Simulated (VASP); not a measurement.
Runs of VASP 6.6.1 on Rb. The structure is that of space group I4/mmm (No. 139), or close to it. The cells are those of the table. 

| cell | gap on the mesh (eV) | pressure (GPa) |
| --- | --- | --- |
| a = 4.734 Å, angles 107.3, 107.3, 113.9°, 1 atom | none | 0.2 |
| a = 4.674 Å, angles 112.9, 112.9, 102.7°, 1 atom | none | 0.4 |
| a = 5.185 Å, angles 108.5, 108.5, 111.5°, 1 atom | none | -0.4 |
| a = 4.731 Å, angles 110.6, 110.6, 107.3°, 1 atom | none | 0.2 |
| a = 5.120 Å, angles 110.5, 110.5, 107.4°, 1 atom | none | -0.4 |
| a = 5.062 Å, angles 106.5, 106.5, 115.7°, 1 atom | none | -0.3 |
| a = 4.926 Å, angles 110.5, 110.5, 107.3°, 1 atom | none | (b) |
| a = 4.868 Å, angles 106.3, 106.3, 115.9°, 1 atom | none | 0.0 |
| a = 4.799 Å, angles 111.7, 111.7, 105.1°, 1 atom | none | 0.1 |
| a = 4.537 Å, angles 110.6, 110.6, 107.2°, 1 atom | none | (a) |
| a = 5.123 Å, angles 107.5, 107.5, 113.6°, 1 atom | none | -0.4 |
| a = 4.868 Å, angles 112.8, 112.8, 103.0°, 1 atom | none | 0.0 |

Alike in all rows: task single point; level PBEsol; potentials or basis VASP PAW PBE potentials, release 64 (Rb_sv); no spin polarisation; k mesh 12 × 12 × 12; cutoff (eV) 520; smearing gaussian 0.15 eV.

**Question.** Fill in the values left out.

**Answer.** (a) 0.8; (b) -0.2.

Caveats: the PAW data sets were made with another functional, which shifts forces and pressure a little.

A k mesh can miss the band edges, and the runs leave out spin-orbit coupling on Rb.

A gap of «none» marks levels without a gap at the run's occupations.
